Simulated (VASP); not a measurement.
Set up this calculation in VASP 6.6.1, as the native input.

```yaml
Task: single point
Functional: PBEsol
Potentials_or_basis: VASP PAW PBE potentials, release 64 (B, N)
Cutoff: 520 eV
k_mesh: 10 × 10 × 10
Occupations: gaussian, width 0.01 eV
Spin: no spin polarisation
Dipole_correction: no
Further_INCAR_settings: ALGO = Normal; EDIFF = 1e-06; NBANDS = 11
```

The structure of BN lies in POSCAR:

```
BN
1.0
    0.0000000000      3.0089496211      2.1542043702
    1.2480326006      0.0000000000      2.1542043702
    1.2480326006      3.0089496211      0.0000000000
B N
1 1
Direct
    0.0002511216      0.0002511216      0.9997488784
    0.6664641950      0.6664641950      0.3335358050
```

One way to write it, as run:

INCAR

```
SYSTEM = BN
PREC = Accurate ; ENCUT = 520
EDIFF = 1E-6 ; ISMEAR = 0
SIGMA = 0.01 ; LREAL = .FALSE.
LASPH = .TRUE. ; NELM = 60
ALGO = Normal ; ISIF = 2
LWAVE = .FALSE. ; LCHARG = .TRUE.
GGA = PS ; LELF = .TRUE.
LVHAR = .TRUE. ; NBANDS = 11
```

KPOINTS

```
regular mesh
0
G
  10 10 10
  0 0 0
```

Potentials or basis: VASP PAW PBE potentials, release 64 (B, N).

Run with:

```console
$ cat potpaw_PBE.64/B/POTCAR potpaw_PBE.64/N/POTCAR > POTCAR
$ mpirun -np 1 vasp_std > vasp.out
```

It gave:

```json
{
 "Pressure": "6.3 GPa",
 "Band gap on the k mesh": "2.77 eV, indirect (least direct gap 4.52 eV)"
}
```

Caveat: the PAW data sets were made with another functional, which shifts forces and pressure a little.

Wall time 62 s on 1 thread of AMD EPYC 7R13, with other jobs on the host, peak memory 0.12 GiB.
